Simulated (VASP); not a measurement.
# Ag9Ru7 (P1) in VASP: single point with PBE

Aim: the single point of Ag9Ru7 with PBE.

Program: VASP 6.6.1. These are calculated values, not measurements. Logs are shortened: lines on timing, memory, paths and dates and some standing lists are left out, and cuts for length are marked.

### 1 The cell of the first run

The typed cell holds 16 atoms: a = 5.654 Å, b = 5.700 Å, c = 9.469 Å, α = 89.43°, β = 80.32°, γ = 118.75°.

### 2 Single point, PBE

The input, INCAR:

```
SYSTEM = Ag9Ru7
PREC     = Accurate       ! precision mode
ENCUT    = 520            ! plane-wave cutoff, eV
EDIFF    = 1E-6           ! SCF threshold, eV
ISMEAR   = 0              ! smearing method
SIGMA    = 0.1            ! smearing width, eV
LREAL    = Auto         
LASPH    = .TRUE.         ! aspherical terms in the spheres
NELM     = 100            ! most SCF steps
ALGO     = Fast           ! electronic algorithm
ISIF     = 2              ! what is computed and relaxed
LWAVE    = .FALSE.        ! write WAVECAR
LCHARG   = .FALSE.        ! write CHGCAR
GGA      = PE             ! functional
ISYM     = 0            
NBANDS   = 112            ! bands
```

The input, KPOINTS:

```
Automatic mesh
0
Gamma
  3 3 2
  0 0 0.5
```

The input, POSCAR:

```
Ag9Ru7
1.0
    2.8478062378     -4.8604520023      0.4871655775
    2.9136437173      4.8984632889      0.0253691735
    0.8200556011     -0.4265892459      9.4242689149
Ru Ag
7 9
Direct
    0.4254715114      0.2441230853      0.5962889478
    0.1611016592      0.5621890992      0.1068530641
    0.3695757705      0.6277106396      0.6523831502
    0.7141405555      0.5550711088      0.1234899333
    0.7456463425      0.3760879967      0.3632719789
    0.6755794644      0.3619583405      0.8975888314
    0.1183781387      0.3787575131      0.8832008124
    0.1893769199      0.0806314970      0.1236308119
    0.6697972238      0.0403863398      0.1358338214
    0.8692183238      0.1757317475      0.6231269082
    0.9084929351      0.6915427491      0.6331571086
    0.2603584852      0.3903591555      0.3591131495
    0.7625034750      0.8725894450      0.3851339476
    0.6527131444      0.8403331829      0.8795690656
    0.2618362651      0.8733371758      0.3805979421
    0.1867985992      0.9067649583      0.8589027801
```

Potentials or basis: VASP PAW PBE potentials, release 64 (Ru_pv, Ag).

Run with:

```sh
$ cat potpaw_PBE.64/Ru_pv/POTCAR potpaw_PBE.64/Ag/POTCAR > POTCAR
$ mpirun -np 1 vasp_std > vasp.out
```

OUTCAR:

```text
SYSTEM = Ag9Ru7
   PREC = Accurate
   ENCUT = 520
   EDIFF = 1E-6
   ISMEAR = 0
   LREAL = Auto
   LASPH = .TRUE.
   NELM = 100
   ISIF = 2
   GGA = PE
   ISYM = 0

 ion  position               nearest neighbor table
   1  0.425  0.244  0.596-   3 2.41   5 2.45  10 2.77  11 2.78  16 2.83  12 2.83  15 2.89  10 2.94
                            11 3.06   7 3.27   6 3.33
   2  0.161  0.562  0.107-   7 2.37   4 2.49  12 2.81   8 2.83   5 2.86   8 2.89   9 2.90   9 2.92
                            14 2.92  16 2.98  15 3.13   4 3.18
   3  0.370  0.628  0.652-   7 2.40   1 2.41  10 2.83  14 2.83  11 2.83  11 2.86  13 2.89  16 2.90
                            10 3.01  12 3.13  15 3.20
   4  0.714  0.555  0.123-   6 2.41   2 2.49   5 2.55   9 2.82  12 2.86   9 2.90   8 2.90   8 2.91
                            14 2.97  13 3.05  16 3.15   2 3.18
   5  0.746  0.376  0.363-   1 2.45   4 2.55  12 2.79  13 2.80  15 2.83   9 2.84   2 2.86  12 2.87
                            13 2.92  15 2.97  10 3.02  11 3.15
   6  0.676  0.362  0.898-   4 2.41   7 2.44  14 2.80  11 2.82  16 2.82   9 2.88   8 2.90  14 2.92
                            16 3.02  10 3.05   7 3.22   1 3.33
   7  0.118  0.379  0.883-   2 2.37   3 2.40   6 2.44  16 2.85  14 2.89  16 2.90  14 2.93   9 3.01
                            10 3.01   8 3.02   6 3.22   1 3.27
   8  0.189  0.081  0.124-  16 2.70   9 2.82  12 2.82   2 2.83   9 2.85  15 2.87   2 2.89   4 2.90
                             6 2.90   4 2.91  13 2.92   7 3.02
   9  0.670  0.040  0.136-  14 2.69  13 2.76  15 2.77   8 2.82   4 2.82   5 2.84   8 2.85   6 2.88
                             4 2.90   2 2.90   2 2.92   7 3.01
  10  0.869  0.176  0.623-   1 2.77  14 2.78  13 2.82   3 2.83  11 2.84  12 2.85  11 2.87   1 2.94
                             7 3.01   3 3.01   5 3.02   6 3.05
  11  0.908  0.692  0.633-  15 2.67   1 2.78  16 2.81   6 2.82   3 2.83  10 2.84   3 2.86  10 2.87
                            14 2.89  13 2.95   1 3.06   5 3.15
  12  0.260  0.390  0.359-  15 2.76   5 2.79   2 2.81   8 2.82   1 2.83  10 2.85   4 2.86   5 2.87
                            13 2.90  13 2.91  15 2.96   3 3.13
  13  0.763  0.873  0.385-   9 2.76   5 2.80  15 2.81  10 2.82  15 2.84   3 2.89  12 2.90  12 2.91
                             8 2.92   5 2.92  11 2.95   4 3.05
  14  0.653  0.840  0.880-   9 2.69  10 2.78   6 2.80  16 2.83   3 2.83  16 2.87  11 2.89   7 2.89
                             6 2.92   2 2.92   7 2.93   4 2.97
  15  0.262  0.873  0.381-  11 2.67  12 2.76   9 2.77  13 2.81   5 2.83  13 2.84   8 2.87   1 2.89
                            12 2.96   5 2.97   2 3.13   3 3.20
  16  0.187  0.907  0.859-   8 2.70  11 2.81   6 2.82   1 2.83  14 2.83   7 2.85  14 2.87   3 2.90
                             7 2.90   2 2.98   6 3.02   4 3.15

IMPORTANT INFORMATION: All symmetrisations will be switched off!
NOSYMM: (Re-)initialisation of all symmetry stuff for point group C_1.

----------------------------------------------------------------------------------------

                                     Primitive cell

  volume of cell :     262.2976

  direct lattice vectors                    reciprocal lattice vectors
     2.847806238 -4.860452002  0.487165578     0.176041497 -0.104606983 -0.020053336
     2.913643717  4.898463289  0.025369174     0.173842200  0.100797688 -0.010564327
     0.820055601 -0.426589246  9.424268915    -0.009568020  0.005136077  0.107174075

  length of vectors
     5.654319087  5.699553132  9.469493870     0.205755598  0.201228451  0.107722832

  position of ions in fractional coordinates (direct lattice)
     0.425471511  0.244123085  0.596288948
     0.161101659  0.562189099  0.106853064
     0.369575770  0.627710640  0.652383150
     0.714140556  0.555071109  0.123489933
     0.745646343  0.376087997  0.363271979
     0.675579464  0.361958341  0.897588831
[... 8 lines left out ...]
     0.261836265  0.873337176  0.380597942
     0.186798599  0.906764958  0.858902780

  ion indices of the primitive-cell ions
   primitive index   ion index
                 1           1
                 2           2
                 3           3
                 4           4
                 5           5
                 6           6
[... 8 lines left out ...]
                15          15
                16          16

----------------------------------------------------------------------------------------

 KPOINTS: Automatic mesh

Automatic generation of k-mesh.
 Grid dimensions read from file:
 generate k-points for:    3    3    2

 Generating k-lattice:

  Cartesian coordinates                     Fractional coordinates (reciprocal lattice)
     0.058680499 -0.034868994 -0.006684445     0.333333333 -0.000000000  0.000000000
     0.057947400  0.033599229 -0.003521442     0.000000000  0.333333333  0.000000000
    -0.004784010  0.002568038  0.053587037    -0.000000000 -0.000000000  0.500000000

  Length of vectors
     0.068585199  0.067076150  0.053861416

  Shift w.r.t. Gamma in fractional coordinates (k-lattice)
     0.000000000  0.000000000  0.500000000

 Subroutine IBZKPT returns following result:
 ===========================================

 Found      9 irreducible k-points:

 Following reciprocal coordinates:
            Coordinates               Weight
 -0.000000 -0.000000  0.250000      2.000000
  0.333333  0.000000  0.250000      2.000000
 -0.333333  0.000000  0.250000      2.000000
 -0.000000  0.333333  0.250000      2.000000
  0.333333  0.333333  0.250000      2.000000
 -0.333333  0.333333  0.250000      2.000000
 -0.000000 -0.333333  0.250000      2.000000
  0.333333 -0.333333  0.250000      2.000000
 -0.333333 -0.333333  0.250000      2.000000
   k-points           NKPTS =      9   k-points in BZ     NKDIM =      9   number of bands    NBANDS=    112
   number of dos      NEDOS =    301   number of ions     NIONS =     16
   total plane-waves  NPLWV = 123480
   dimension x,y,z NGX =    42 NGY =   42 NGZ =   70
   dimension x,y,z NGXF=    84 NGYF=   84 NGZF=  140
   ions per type =               7   9
   NGX,Y,Z   is equivalent  to a cutoff of  12.35, 12.25, 12.29 a.u.
   NGXF,Y,Z  is equivalent  to a cutoff of  24.70, 24.50, 24.58 a.u.
 SYSTEM =  Ag9Ru7
   PREC   = accura    normal or accurate (medium, high low for compatibility)
   ISTART =      0    job   : 0-new  1-cont  2-samecut
   ICHARG =      2    charge: 1-file 2-atom 10-const
   ISPIN  =      1    spin polarized calculation?
   LNONCOLLINEAR =      F non collinear calculations
   LSORBIT =      F    spin-orbit coupling
   LASPH  =      T    aspherical Exc in radial PAW
   ENCUT  =  520.0 eV  38.22 Ry    6.18 a.u.  10.51 10.60 17.61*2*pi/ulx,y,z
   NELM   =    100;   NELMIN=  2; NELMDL= -5     # of ELM steps
   EDIFF  = 0.1E-05   stopping-criterion for ELM
   LREAL  =      T    real-space projection
   EDIFFG = 0.1E-04   stopping-criterion for IOM
   NSW    =      0    number of steps for IOM
   IBRION =     -1    ionic relax: 0-MD 1-quasi-New 2-CG
   NFREE  =      0    steps in history (QN), initial steepest desc. (CG)
   ISIF   =      2    stress and relaxation
   ISYM   =      0    0-nonsym 1-usesym 2-fastsym
   POTIM  = 0.5000    time-step for ionic-motion
   TEBEG  =    0.0;   TEEND  =   0.0 temperature during run
   PSTRESS=    0.0 pullay stress
   NELECT =     197.0000    total number of electrons
   NUPDOWN=      -1.0000    fix difference up-down
   EMIN   =  10.00;   EMAX   =-10.00  energy-range for DOS
   EFERMI =   0.00;   METHOD = LEGACY
   ISMEAR =     0;   SIGMA  =   0.10  broadening in eV -4-tet -1-fermi 0-gaus
   EFERMI_NEDOS =   21; number of points for ismear=-14 and -15
   IALGO  =     68    algorithm
   IMIX   =      4    mixing-type and parameters
     AMIX     =   0.40;   BMIX     =  1.00
     AMIX_MAG =   1.60;   BMIX_MAG =  1.00
  volume/ion in A,a.u.               =      16.39       110.63
  Fermi-wavevector in a.u.,A,eV,Ry     =   1.488100  2.812101 30.129312  2.214442
  Thomas-Fermi vector in A             =   2.601177
   LORBIT       =      0    0 simple, 1 ext, 2 COOP (PROOUT), +10 PAW based schemes
   GGA     = PE    functional components
   LHFCALC =     F    Hartree Fock is set to
   AEXX    =    0.0000 exact exchange contribution
   IVDW    =     0    specifies the selected vdW correction
   LEPSILON=     F    determine dielectric tensor
   LRPA    =     F    only Hartree local field effects (RPA)
 non-spin polarized calculation
 RMM-DIIS sequential band-by-band and
 Gauss-broadening in eV      SIGMA  =   0.10
  energy-cutoff  :      520.00
  volume of cell :      262.30
 maximum number of plane-waves:      7086
 NGX is ok and might be reduce to    42
   NGX = 21   NGY = 21   NGZ = 35

 number of electron     197.0000017 magnetization

 Free energy of the ion-electron system (eV)
  ---------------------------------------------------
  ext. energy  EPLUGINS =         0.00000000
  ---------------------------------------------------
  free energy    TOTEN  =       -80.71702845 eV

  energy without entropy =      -80.64214381  energy(sigma->0) =      -80.67958613

 E-fermi :   9.2203     XC(G=0): -12.6331

 val. band max:        9.1811232109   @ k =   0.3333   0.3333   0.2500
 cond. band min:       9.2276741243   @ k =  -0.3333   0.0000   0.2500
 fundamental gap:      0.0465509134
 Fermi energy:         9.2203144499

 k-point     1 :      -0.0000   -0.0000    0.2500
  band No.  band energies     occupation
      1     -34.2651      2.00000
      2     -33.9933      2.00000
      3     -33.9442      2.00000
      4     -33.8903      2.00000
      5     -33.8248      2.00000
      6     -33.7163      2.00000
[... 102 lines left out ...]
    109      11.1541      0.00000
    110      11.6496      0.00000

 k-point     2 :       0.3333    0.0000    0.2500
  band No.  band energies     occupation
      1     -34.2651      2.00000
      2     -33.9751      2.00000
      3     -33.9423      2.00000
      4     -33.8871      2.00000
      5     -33.8232      2.00000
      6     -33.7057      2.00000
[... 783 lines left out ...]
 k-point     9 :      -0.3333   -0.3333    0.2500
  band No.  band energies     occupation
      1     -34.2637      2.00000
      2     -33.9843      2.00000
      3     -33.9282      2.00000
      4     -33.8880      2.00000
      5     -33.8213      2.00000
      6     -33.7032      2.00000
[... 102 lines left out ...]
    109      10.7574      0.00000
    110      11.5299      0.00000
 [bands above 110 left out]

------------------------ aborting loop because EDIFF is reached ----------------------------------------

  FORCE on cell =-STRESS in cart. coord.  units (eV):
  Direction    XX          YY          ZZ          XY          YZ          ZX
  --------------------------------------------------------------------------------------
  -------------------------------------------------------------------------------------
  Total       -0.0472542     -0.1567683     -0.0039703     -0.0215317     -0.0166732      0.1145476
  in kB       -0.2886403     -0.9575790     -0.0242515     -0.1315206     -0.1018441      0.6996845
  external PRESSURE =      -0.4234903 kB  Pullay stress =       0.0000000 kB

 VOLUME and BASIS-vectors are now :
 -----------------------------------------------------------------------------
  energy-cutoff  :      520.00
  volume of cell :      262.30
      direct lattice vectors                 reciprocal lattice vectors
     2.847806238 -4.860452002  0.487165578     0.176041497 -0.104606983 -0.020053336
     2.913643717  4.898463289  0.025369174     0.173842200  0.100797688 -0.010564327
     0.820055601 -0.426589246  9.424268915    -0.009568020  0.005136077  0.107174075

 POSITION                                       TOTAL-FORCE (eV/Angst)
 -----------------------------------------------------------------------------------
      2.41194     -1.12653      5.83306        -0.019176     -0.016602     -0.004975
      2.18443      1.92525      1.09976         0.017724      0.000088      0.031347
      3.41640      1.00021      6.34420         0.023356      0.019240     -0.020661
      3.75228     -0.80473      1.52579         0.000601      0.022354      0.030064
      3.51715     -1.93689      3.79637         0.005682      0.002097      0.001229
      3.71461     -1.89348      8.79742        -0.001205     -0.004710     -0.006636
[... 8 lines left out ...]
      3.60236      2.84301      3.73657        -0.004757     -0.012188     -0.003475
      3.87830      3.16743      8.20854        -0.001452     -0.001876      0.010493
 -----------------------------------------------------------------------------------
    total drift:                               -0.003401     -0.000874     -0.001191

  FREE ENERGIE OF THE ION-ELECTRON SYSTEM (eV)
  ---------------------------------------------------
  free  energy   TOTEN  =       -80.7170284491 eV

  energy  without entropy=      -80.6421438057  energy(sigma->0) =      -80.67958613
```

Run time: 21 min. Hardware: 1 thread of AMD EPYC, shared host; peak memory 0.41 GiB.

Results:

| Quantity | Value |
| --- | --- |
| Free energy | -80.7170 eV |
| Pressure | 0.0 GPa |
| Largest force | 0.044 eV/Å |
| Band gap on the k mesh | zero (an odd number of electrons rules out a gap without spin polarisation) |

Forces in eV/Å, atoms in the order of the input:
```
Ru  -0.019 -0.017 -0.005
Ru   0.018  0.000  0.031
Ru   0.023  0.019 -0.021
Ru   0.001  0.022  0.030
Ru   0.006  0.002  0.001
Ru  -0.001 -0.005 -0.007
Ru  -0.026 -0.024 -0.027
Ag   0.003  0.001 -0.009
Ag  -0.010 -0.003 -0.004
Ag  -0.001  0.000  0.002
Ag   0.003  0.000  0.001
Ag   0.001  0.010 -0.003
Ag   0.005  0.008  0.000
Ag   0.005 -0.001  0.003
Ag  -0.005 -0.012 -0.003
Ag  -0.001 -0.002  0.010
```

Levels at points of the mesh, in eV from the Fermi level:
| k point | band 95 | band 96 | band 97 | band 98 | band 99 | band 100 | band 101 | band 102 |
| --- | --- | --- | --- | --- | --- | --- | --- | --- |
| (0.00, 0.00, 0.25) | -0.19 | -0.08 | 0.11 | 0.18 | 0.31 | 0.41 | 0.43 | 0.55 |

Caveat: the k points lie up to 0.43 Å⁻¹ apart, too coarse for converged energies and pressures of a metal.
